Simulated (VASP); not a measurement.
Write the native input for VASP 6.6.1 that does the following.

| Item | Value |
| --- | --- |
| Task | relaxation of cell and atoms |
| Functional | PBE |
| Potentials or basis | VASP PAW PBE potentials, release 64 (Cd) |
| Cutoff | 600 eV |
| k mesh | 11 × 11 × 11 |
| Occupations | fermi-dirac, width 0.1 eV |
| Spin | no spin polarisation |
| Dipole correction | no |
| Further INCAR settings | ALGO = Normal; EDIFF = 1e-06; IBRION = 2; EDIFFG = -0.01; NSW = 80; ISIF = 3 |

The structure of Cd lies in POSCAR:

```
Cd
1.0
    2.8566758760      0.0000000000      0.0000000000
    0.0000000000      2.8566758760      0.0000000000
    0.0000000000      0.0000000000      2.8566758760
Cd
1
Direct
    0.0000000000      0.0000000000      0.0000000000
```

One way to write it, as run:

INCAR

```
PREC = Accurate ; ENCUT = 600
EDIFF = 1E-6 ; ISMEAR = -1
SIGMA = 0.1 ; LREAL = False
LASPH = True ; NELM = 80
ALGO = Normal ; ISIF = 3
LWAVE = False ; LCHARG = False
GGA = PE ; IBRION = 2
NSW = 80 ; EDIFFG = -0.01
```

KPOINTS

```
regular mesh
0
Gamma
  11 11 11
```

Potentials or basis: VASP PAW PBE potentials, release 64 (Cd).

Run with:

```bash
$ cat potpaw_PBE.64/Cd/POTCAR > POTCAR
$ mpirun -np 1 vasp_std > vasp.out
```

Results of the run:

```
Relaxed volume                         : 26.99 Å³/atom
Relaxed cell                           : a = 3.000 Å, b = 3.000 Å, c = 3.000 Å, α = 90.00°, β = 90.00°, γ = 90.00°
Space group after relaxing (to 0.05 Å) : Pm-3m (No. 221)
Energy gained by relaxing              : 65.3 meV/atom
Ionic steps                            : 3
Pressure after relaxing                : 0.0 GPa
Band gap on the k mesh                 : zero (band 6 reaches 4.83 eV, above the bottom of band 7 at 0.06 eV)
```

Caveat: the volume moved by over 15 % at a fixed basis, so the end points are rough.

Wall time 12 s on 1 thread of AMD EPYC 9R45 96-Core Processor (Zen 5), on a shared host, peak memory 0.12 GiB.
